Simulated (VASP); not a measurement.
Write the native input for VASP 6.6.1 that does the following.

| Quantity | Value |
| --- | --- |
| Task | single point |
| Functional | PBE |
| Potentials or basis | VASP PAW PBE potentials, release 64 (Hg) |
| Cutoff | 520 eV |
| k mesh | 8 × 8 × 8 |
| Occupations | gaussian, width 0.1 eV |
| Spin | collinear spin, zero start |
| Starting moments | [0.0] μB |
| Dipole correction | no |
| Further INCAR settings | ALGO = Fast; EDIFF = 1e-07; NBANDS = 16 |

The structure of Hg lies in POSCAR:

```
Hg
1.0
    0.0000000000      2.3919113801      2.3919113801
    2.3919113801      0.0000000000      2.3919113801
    2.3919113801      2.3919113801      0.0000000000
Hg
1
Direct
    0.0000000000      0.0000000000      0.0000000000
```

These files were run (other wordings do the same):

INCAR

```
PREC = Accurate
ENCUT = 520
EDIFF = 1E-7
ISMEAR = 0
SIGMA = 0.1
LREAL = False
LASPH = True
NELM = 150
ALGO = Fast
ISIF = 2
LWAVE = False
LCHARG = False
ISPIN = 2
MAGMOM = 0
LORBIT = 11
GGA = PE
NBANDS = 16
```

KPOINTS

```
Automatic mesh
0
Gamma
  8 8 8
```

Potentials or basis: VASP PAW PBE potentials, release 64 (Hg).

Launch:

```sh
$ cat potpaw_PBE.64/Hg/POTCAR > POTCAR
$ mpirun -np 1 vasp_std > vasp.out
```

Results of the run:

| Property | Result |
| --- | --- |
| Pressure | 1.9 GPa |
| Band gap on the k mesh | zero (filled and empty bands overlap) |
| Net moment | 0.00 μB per cell |
| Valence electrons inside the program's atomic spheres | Hg 10.43 |

Caveat: spin-orbit coupling is left out, which moves the levels of the heavy elements.

It took 53 s on 1 thread of Intel Xeon 8259CL, with other jobs on the host, peak memory 0.18 GiB.
